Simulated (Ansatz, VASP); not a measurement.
**One calculation of Na3BPd, two programs**

File INCAR:

```
  PREC = Accurate
  ENCUT = 520
  EDIFF = 1E-6
  ISMEAR = 0
  SIGMA = 0.2
  LREAL = False
  LASPH = True
  NELM = 80
  ALGO = Fast
  ISIF = 2
  LWAVE = False
  LCHARG = False
  GGA = PE
  NBANDS = 45
```

The input KPOINTS:

```
regular mesh
0
Gamma
  6 4 2
```

The input POSCAR:

```
Na3BPd
1.0
    0.0000000000      0.0000000000      3.9907765928
    4.8020334421      0.0000000000      0.0000000000
    0.0000000000     12.3796942284      0.0000000000
Na B Pd
6 2 2
Direct
    0.7763780219      0.5000000000      0.5000000000
    0.7763780219      0.5000000000      0.0000000000
    0.2778854179      1.0000000000      0.1400701493
    0.2778854179      1.0000000000      0.6400701493
    0.2778854179      1.0000000000      0.3599298507
    0.2778854179      1.0000000000      0.8599298507
    0.2938836414      0.5000000000      0.2500000000
    0.2938836414      0.5000000000      0.7500000000
    0.7935969909      0.5000000000      0.2500000000
    0.7935969909      0.5000000000      0.7500000000
```

Input for Ansatz:

```yaml
crystal:
  lattice:
    - [0.0, 0.0, 3.9907765928]
    - [4.8020334421, 0.0, 0.0]
    - [0.0, 12.3796942284, 0.0]
  atoms:
    - { symbol: Na, position: [0.7763780219, 0.5, 0.5] }
    - { symbol: Na, position: [0.7763780219, 0.5, 0.0] }
    - { symbol: Na, position: [0.2778854179, 1.0, 0.1400701493] }
    - { symbol: Na, position: [0.2778854179, 1.0, 0.6400701493] }
    - { symbol: Na, position: [0.2778854179, 1.0, 0.3599298507] }
    - { symbol: Na, position: [0.2778854179, 1.0, 0.8599298507] }
    - { symbol: B, position: [0.2938836414, 0.5, 0.25] }
    - { symbol: B, position: [0.2938836414, 0.5, 0.75] }
    - { symbol: Pd, position: [0.7935969909, 0.5, 0.25] }
    - { symbol: Pd, position: [0.7935969909, 0.5, 0.75] }
basis:
  ecutwfc: 420
kpoints:
  mp_grid: { grid: [6, 4, 2] }
hamiltonian:
  xc: pbe
scf:
  occupations: { method: gaussian, width: 0.2 }
  lower_state_search: "off"
output:
  forces: true
  stress: true
  eigenvalues: true
```

Alike in both runs: task single point; functional PBE; k mesh 6 × 4 × 2; occupations gaussian, width 0.2 eV; no spin polarisation.

```csv
,VASP,Ansatz
version,VASP 6.6.1,Ansatz 0.2.0
potentials or method,"VASP PAW PBE potentials, release 64 (Na_pv, B, Pd), cutoff 520 eV","scalar-relativistic, plane waves, PAW"
valence electrons in the cell,68,96
```

```csv
,VASP,Ansatz,Ansatz less VASP
gap on the k mesh at the Fermi level (eV),none,none,-
pressure (GPa),0.2,0.2,-0.02
"traceless stress, the component that is largest in VASP (GPa)",0.78,0.73,-0.051
```

A gap of «none» marks a metal or a gap that the smearing closes. The functional is the same, so the differences come from potentials, cutoffs and numerics. VASP's potentials hold 68 valence electrons a cell and Ansatz's 96, so a difference there can come from the potentials and not from the codes.
